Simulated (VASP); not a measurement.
# B (I-4m2) in VASP: notebook, part 2 of 2

VASP 6.6.1. Earlier steps stand in the parts before.

## (3) Single point, PBE

This run uses another cell than the first one, of 8.88 Å³/atom, 1.079 times its volume.

INCAR reads:

```
SYSTEM = B
PREC = Accurate
ENCUT = 520
EDIFF = 1E-6
ISMEAR = 0
SIGMA = 0.1
LREAL = .FALSE.
LASPH = .TRUE.
NELM = 60
ALGO = Normal
ISIF = 2
LWAVE = .FALSE.
LCHARG = .FALSE.
GGA = PE
NBANDS = 12
```

KPOINTS reads:

```
Automatic mesh
0
G
  8 8 8
  0 0 0
```

POSCAR reads:

```
B
1.0
   -1.5633985791      1.5633985791      2.7263026806
    1.5633985791     -1.5633985791      2.7263026806
    1.5633985791      1.5633985791     -2.7263026806
B
3
Direct
    0.3459976736      0.3459976736      0.0000000000
    0.7500000000      0.2500000000      0.5000000000
    0.6540023264      0.6540023264      0.0000000000
```

Potentials or basis: VASP PAW PBE potentials, release 64 (B).

Launch:

```
> cat potpaw_PBE.64/B/POTCAR > POTCAR
> mpirun -np 1 vasp_std > vasp.out
```

Run time: 11 s. Hardware: 1 thread of Intel Xeon Platinum 8559C (Emerald Rapids), shared host; peak memory 0.15 GiB.

The run converged. Its results:

```yaml
Free_energy: -18.5194 eV
Pressure: 0.2 GPa
Largest_force: 0.030 eV/Å
```

Forces in eV/Å, atoms in the order of the input:
```
B    0.000  0.000 -0.030
B    0.000  0.000  0.000
B    0.000  0.000  0.030
```

Stress tensor (GPa, compression positive):
```
0.12 0.00 0.00
0.00 0.12 0.00
0.00 0.00 0.27
```

Levels at points of the mesh, in eV from the Fermi level:
| k point | band 1 | band 2 | band 3 | band 4 | band 5 | band 6 | band 7 | band 8 | band 9 |
| --- | --- | --- | --- | --- | --- | --- | --- | --- | --- |
| (0.00, 0.00, 0.00) | -13.84 | -3.06 | -3.06 | -1.91 | 1.08 | 3.32 | 3.42 | 3.42 | 7.83 |
| (0.50, 0.00, 0.00) | -10.77 | -9.24 | -3.91 | -2.93 | -0.05 | 3.21 | 5.19 | 5.80 | 9.14 |
| (0.50, 0.50, 0.00) | -8.67 | -8.59 | -5.76 | -2.78 | -2.71 | -2.34 | 6.98 | 10.67 | 12.23 |
| (0.50, 0.50, 0.50) | -10.87 | -9.06 | -4.70 | -4.70 | 1.86 | 4.37 | 6.78 | 7.43 | 7.43 |

## (4) Relaxation of cell and atoms, PBE

INCAR reads:

```
SYSTEM = B
  PREC = Accurate
  ENCUT = 600
  EDIFF = 1E-6
  ISMEAR = 0
  SIGMA = 0.1
  LREAL = .FALSE.
  LASPH = .TRUE.
  NELM = 100
  ALGO = Normal
  ISIF = 3
  LWAVE = .FALSE.
  LCHARG = .FALSE.
  GGA = PE
  IBRION = 2
  NSW = 90
  EDIFFG = -0.04
```

KPOINTS reads:

```
regular mesh
0
G
  8 8 8
  0 0 0
```

POSCAR reads:

```
B
1.0
   -1.3566161600      1.3566161600      3.3571812200
    1.3566161600     -1.3566161600      3.3571812200
    1.3566161600      1.3566161600     -3.3571812200
B
3
Direct
    0.3798992300      0.3798992300      0.0000000000
    0.7500000000      0.2500000000      0.5000000000
    0.6201007700      0.6201007700      0.0000000000
```

Launch:

```
> cat potpaw_PBE.64/B/POTCAR > POTCAR
> mpirun -np 1 vasp_std > vasp.out
```

Wall time 54 s (1 thread of Intel Xeon Platinum 8559C (Emerald Rapids), shared host); peak memory 0.17 GiB.

The run converged. Its results:

* Free energy: -18.5194 eV
* Relaxed volume: 8.88 Å³/atom
* Relaxed cell: a = 3.507 Å, b = 3.507 Å, c = 3.507 Å, α = 127.03°, β = 127.03°, γ = 78.21°
* Space group after relaxing (to 0.05 Å): I-4m2 (No. 119)
* Energy gained by relaxing: 557.4 meV/atom
* Ionic steps: 12
* Pressure after relaxing: 0.1 GPa

Stress tensor (GPa, compression positive):
```
-0.04  0.00  0.00
 0.00 -0.04  0.00
 0.00  0.00  0.43
```

Step by step:
```tsv
step	energy change (eV)	largest force (eV/Å)	pressure (GPa)	volume (Å³)
1	0.0000	0.0642	31.65	24.71
2	-0.5379	0.9047	-7.16	30.97
3	-0.5459	0.8738	-4.11	30.20
4	-0.8878	1.5640	-7.42	30.68
5	-1.3282	1.3929	-15.94	31.22
6	-1.3264	1.6282	-14.23	31.17
7	-1.5069	0.6314	-13.06	29.98
8	-1.5848	0.2619	-11.21	28.55
9	-1.6573	0.0123	-4.62	27.38
10	-1.6709	0.1393	-0.19	26.70
11	-1.6710	0.1531	0.23	26.64
12	-1.6721	0.0005	0.12	26.64
```

Final structure:
```
B
1.0
    -1.56425    1.56425    2.72176
     1.56425   -1.56425    2.72176
     1.56425    1.56425   -2.72176
B
3
Direct
  0.34565 0.34565 0.00000
  0.75000 0.25000 0.50000
  0.65435 0.65435 0.00000
```

Levels at points of the mesh, in eV from the Fermi level:
| k point | band 1 | band 2 | band 3 | band 4 | band 5 | band 6 | band 7 | band 8 |
| --- | --- | --- | --- | --- | --- | --- | --- | --- |
| (0.00, 0.00, 0.00) | -13.86 | -3.08 | -3.08 | -1.90 | 1.10 | 3.29 | 3.41 | 3.41 |
| (0.50, 0.00, 0.00) | -10.79 | -9.25 | -3.91 | -2.96 | -0.04 | 3.19 | 5.15 | 5.79 |
| (0.50, 0.50, 0.00) | -8.70 | -8.62 | -5.77 | -2.79 | -2.73 | -2.34 | 7.00 | 10.69 |
| (0.50, 0.50, 0.50) | -10.88 | -9.06 | -4.72 | -4.72 | 1.81 | 4.34 | 6.80 | 7.42 |

Caveat: the k points lie up to 0.36 Å⁻¹ apart in the final cell.

## (5) Single point, PBE

This run uses another cell than the first one, of 8.86 Å³/atom, 1.075 times its volume.

INCAR reads:

```
PREC     = Accurate       # precision mode
ENCUT    = 520            # plane-wave cutoff, eV
EDIFF    = 1E-7           # SCF threshold, eV
ISMEAR   = 0              # smearing method
SIGMA    = 0.1            # smearing width, eV
LREAL    = False          # projectors in reciprocal space
LASPH    = True           # aspherical terms in the spheres
NELM     = 80             # most SCF steps
ALGO     = Normal         # electronic algorithm
ISIF     = 2              # what is computed and relaxed
LWAVE    = False          # write WAVECAR
LCHARG   = True           # write CHGCAR
GGA      = PE             # functional
LELF     = True           # ELF
LVHAR    = True         
NBANDS   = 12             # bands
```

KPOINTS reads:

```
regular mesh
0
Gamma
  20 20 20
```

POSCAR reads:

```
B
1.0
   -1.5652457015      1.5652457015      2.7120763317
    1.5652457015     -1.5652457015      2.7120763317
    1.5652457015      1.5652457015     -2.7120763317
B
3
Direct
    0.3451626822      0.3451626822      0.0000000000
    0.7500000000      0.2500000000      0.5000000000
    0.6548373178      0.6548373178      0.0000000000
```

Launch:

```
> cat potpaw_PBE.64/B/POTCAR > POTCAR
> mpirun -np 1 vasp_std > vasp.out
```

Run time: 2.1 min. Hardware: 1 thread of Intel Xeon Platinum 8559C (Emerald Rapids), shared host; peak memory 0.27 GiB.

It converged, with:

```yaml
Free_energy: -18.5239 eV
Pressure: 0.0 GPa
Largest_force: 0.009 eV/Å
```

Forces on the atoms (eV/Å):
```
B    0.000  0.000 -0.009
B    0.000  0.000  0.000
B    0.000  0.000  0.009
```

Levels at points of the mesh, in eV from the Fermi level:
| k point | band 1 | band 2 | band 3 | band 4 | band 5 | band 6 | band 7 | band 8 | band 9 |
| --- | --- | --- | --- | --- | --- | --- | --- | --- | --- |
| (0.00, 0.00, 0.00) | -13.94 | -3.16 | -3.16 | -1.92 | 1.09 | 3.22 | 3.36 | 3.36 | 7.74 |
| (0.50, 0.00, 0.00) | -10.86 | -9.33 | -3.94 | -3.05 | -0.07 | 3.11 | 5.07 | 5.74 | 9.07 |
| (0.50, 0.50, 0.00) | -8.78 | -8.70 | -5.83 | -2.85 | -2.79 | -2.39 | 7.01 | 10.69 | 12.18 |
| (0.50, 0.50, 0.50) | -10.92 | -9.12 | -4.82 | -4.82 | 1.71 | 4.24 | 6.79 | 7.37 | 7.37 |

## (6) Relaxation of cell and atoms, PBE

This run uses another cell than the first one, of 8.88 Å³/atom, 1.079 times its volume.

INCAR reads:

```
SYSTEM = B
PREC = Accurate
ENCUT = 600
EDIFF = 1E-6
ISMEAR = 0
SIGMA = 0.1
LREAL = .False.
LASPH = .True.
NELM = 80
ALGO = Normal
ISIF = 3
LWAVE = .False.
LCHARG = .False.
GGA = PE
IBRION = 2
NSW = 100
EDIFFG = -0.01
```

KPOINTS reads:

```
regular mesh
0
Gamma
  20 20 20
  0 0 0
```

POSCAR reads:

```
B
1.0
   -1.5633985791      1.5633985791      2.7263026806
    1.5633985791     -1.5633985791      2.7263026806
    1.5633985791      1.5633985791     -2.7263026806
B
3
Direct
    0.3459976736      0.3459976736      0.0000000000
    0.7500000000      0.2500000000      0.5000000000
    0.6540023264      0.6540023264      0.0000000000
```

Potentials or basis: VASP PAW PBE potentials, release 64 (B).

Launch:

```
> cat potpaw_PBE.64/B/POTCAR > POTCAR
> mpirun -np 1 vasp_std > vasp.out
```

It took 3.1 min on 1 thread of Intel Xeon Platinum 8559C (Emerald Rapids), shared host; peak memory 0.26 GiB.

The run converged. Its results:

- Free energy: -18.5264 eV
- Relaxed volume: 8.86 Å³/atom
- Relaxed cell: a = 3.500 Å, b = 3.500 Å, c = 3.500 Å, α = 126.86°, β = 126.86°, γ = 78.47°
- Space group after relaxing (to 0.05 Å): I-4m2 (No. 119)
- Energy gained by relaxing: 0.2 meV/atom
- Ionic steps: 5
- Pressure after relaxing: 0.0 GPa
- Largest force after relaxing: 0.006 eV/Å

Forces in eV/Å, atoms in the order of the input:
```
B    0.000  0.000 -0.006
B    0.000  0.000  0.000
B    0.000  0.000  0.006
```

Stress tensor (GPa, compression positive):
```
-0.05  0.00  0.00
 0.00 -0.05  0.00
 0.00  0.00  0.05
```

Step by step:
| step | energy change (eV) | largest force (eV/Å) | pressure (GPa) | volume (Å³) |
| --- | --- | --- | --- | --- |
| 1 | 0.0000 | 0.0478 | -0.02 | 26.65 |
| 2 | -0.0004 | 0.0180 | -0.23 | 26.65 |
| 3 | -0.0006 | 0.0095 | -0.42 | 26.64 |
| 4 | -0.0006 | 0.0134 | 0.17 | 26.54 |
| 5 | -0.0007 | 0.0064 | -0.01 | 26.57 |

Final structure:
```yaml
crystal:
  lattice:
    - [-1.56535, 1.56535, 2.71077]
    - [1.56535, -1.56535, 2.71077]
    - [1.56535, 1.56535, -2.71077]
  atoms:
    - { symbol: B, position: [0.34510, 0.34510, 0.00000] }
    - { symbol: B, position: [0.75000, 0.25000, 0.50000] }
    - { symbol: B, position: [0.65490, 0.65490, 0.00000] }
```

Levels at points of the mesh, in eV from the Fermi level:
```
           k point  band 2  band 3  band 4  band 5  band 6  band 7
(0.00, 0.00, 0.00)   -3.17   -3.17   -1.92    1.09    3.21    3.36
(0.50, 0.00, 0.00)   -9.33   -3.94   -3.05   -0.07    3.11    5.06
(0.50, 0.50, 0.00)   -8.70   -5.83   -2.85   -2.80   -2.39    7.01
(0.50, 0.50, 0.50)   -9.12   -4.82   -4.82    1.71    4.23    6.79
```

## (7) Summary

| task | cell | k mesh | cutoff (eV) | gap on the mesh (eV) | pressure (GPa) | relaxed volume (Å³/atom) | largest force (eV/Å) |
| --- | --- | --- | --- | --- | --- | --- | --- |
| single point | a = 3.867 Å, angles 138.9, 138.9, 59.5°, 3 atoms | 8 × 8 × 8 | 520 | none | 31.7 | - | 0.06 |
| single point | a = 3.510 Å, angles 127.1, 127.1, 78.1°, 3 atoms | 8 × 8 × 8 | 520 | none | 0.2 | - | 0.03 |
| relaxation of cell and atoms | relaxed from a = 3.867 Å, angles 138.9, 138.9, 59.5°, 3 atoms | 8 × 8 × 8 | 600 | none | 0.1 | 8.88 | - |
| single point | a = 3.501 Å, angles 126.9, 126.9, 78.4°, 3 atoms | 20 × 20 × 20 | 520 | none | 0.0 | - | 0.01 |
| relaxation of cell and atoms | relaxed from a = 3.510 Å, angles 127.1, 127.1, 78.1°, 3 atoms | 20 × 20 × 20 | 600 | none | 0.0 | 8.86 | 0.01 |

Alike in all rows: level PBE; potentials or basis VASP PAW PBE potentials, release 64 (B); no spin polarisation; smearing gaussian 0.1 eV.

Caveats: some runs use coarse meshes.

Total energies depend on the potentials used, so only differences within one code and one set of settings carry meaning.
